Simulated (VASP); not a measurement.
**ZnO: single point with PBE**

**Measured values to compare with.**

“Electronic structure of alkaline earth and post-transition metal oxides”, 2009, arxiv:0908.1581 quotes, for a bulk crystal of ZnO: band gap 3.37 eV.

ZnO:

```
CELL_PARAMETERS angstrom
3.27953 0.00000 0.00000
-1.63976 2.84015 0.00000
0.00000 0.00000 5.29316
ATOMIC_POSITIONS crystal
Zn 0.33333 0.66667 0.49996
Zn 0.66667 0.33333 0.99996
O 0.66667 0.33333 0.37905
O 0.33333 0.66667 0.87905
```

```yaml
Program: VASP 6.6.1
Task: single point
Functional: PBE
Potentials_or_basis: VASP PAW PBE potentials, release 64 (Zn, O)
Cutoff: 520 eV
k_mesh: 12 × 12 × 4
Occupations: fermi-dirac, width 0.02 eV
Spin: no spin polarisation
```

```yaml
Pressure: 0.9 GPa
Band_gap_on_the_k_mesh: 0.73 eV
```

Levels at points of the mesh, in eV from the valence-band top:
```
           k point  band 16  band 17  band 18  band 19  band 20  band 21
(0.00, 0.00, 0.00)    -0.08     0.00     0.00     0.73     5.09     8.07
(0.50, 0.00, 0.00)    -2.15    -1.23    -0.79     5.62     6.82     7.52
(0.00, 0.00, 0.50)    -0.37    -0.37    -0.37     3.36     3.36     9.91
(0.50, 0.00, 0.50)    -1.43    -1.32    -1.32     5.64     5.64     8.23
```

Wall time 21 s on 1 thread of Intel(R) Xeon(R) 6975P-C (Granite Rapids), with other jobs on the host, peak memory 0.19 GiB.

Measured gap of ZnO: 3.37 eV (quoted in “Electronic structure of alkaline earth and post-transition metal oxides”, 2009, arxiv:0908.1581). This calculation gives 0.73 eV (-2.64 eV). So large a miss can be the level of theory's own, or it may mean another phase, state or a wrong row. The value is that of PBE, without temperature or zero-point motion. Semilocal functionals fall short of measured gaps as a rule.
